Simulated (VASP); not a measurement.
Crystal: HfB2.

```xyz
6
Lattice="0.0000 3.8445 3.8445 3.8445 0.0000 3.8445 3.8445 3.8445 0.0000" Properties=species:S:1:pos:R:3 pbc="T T T"
Hf    0.0000    0.0000    0.0000
Hf    1.9223    1.9223    1.9223
B     0.9611    0.9611    0.9611
B     2.8834    2.8834    0.9611
B     2.8834    0.9611    2.8834
B     0.9611    2.8834    2.8834
```

The cell was generated, and may not be a known phase.

- Program: VASP 6.6.1
- Task: relaxation of cell and atoms
- Functional: PBE
- Potentials or basis: VASP PAW PBE potentials, release 64 (Hf_pv, B)
- Cutoff: 600 eV
- k mesh: 4 × 4 × 4
- Occupations: gaussian, width 0.1 eV
- Spin: no spin polarisation

At the start: pressure 80.5 GPa; volume 18.94 Å³/atom.

**Question.** How do energy, volume and symmetry change on relaxing?

**Answer.** Over 5 steps the energy falls by 3926.4 meV/atom and the volume is 49.50 Å³/atom (+161.3 %); space group Fd-3m (No. 227, to 0.1 Å) before and after.

Step by step:
```
step  energy change (eV)  largest force (eV/Å)  pressure (GPa)  volume (Å³)
   1              0.0000                0.0000           80.53       113.65
   2            -23.0346                0.0000           -2.73       353.17
   3            -23.4193                0.0000            2.02       274.89
   4            -23.5557                0.0000           -0.25       302.02
   5            -23.5581                0.0000            0.10       297.01
```

Final structure:
```
Hf B
1.0
     0.00000    5.29557    5.29557
     5.29557    0.00000    5.29557
     5.29557    5.29557    0.00000
Hf B
2 4
Direct
  0.00000 0.00000 0.00000
  0.25000 0.25000 0.25000
  0.12500 0.12500 0.12500
  0.12500 0.12500 0.62500
  0.12500 0.62500 0.12500
  0.62500 0.12500 0.12500
```

Caveat: the volume moved by over 15 % at a fixed basis, so the end points are rough.
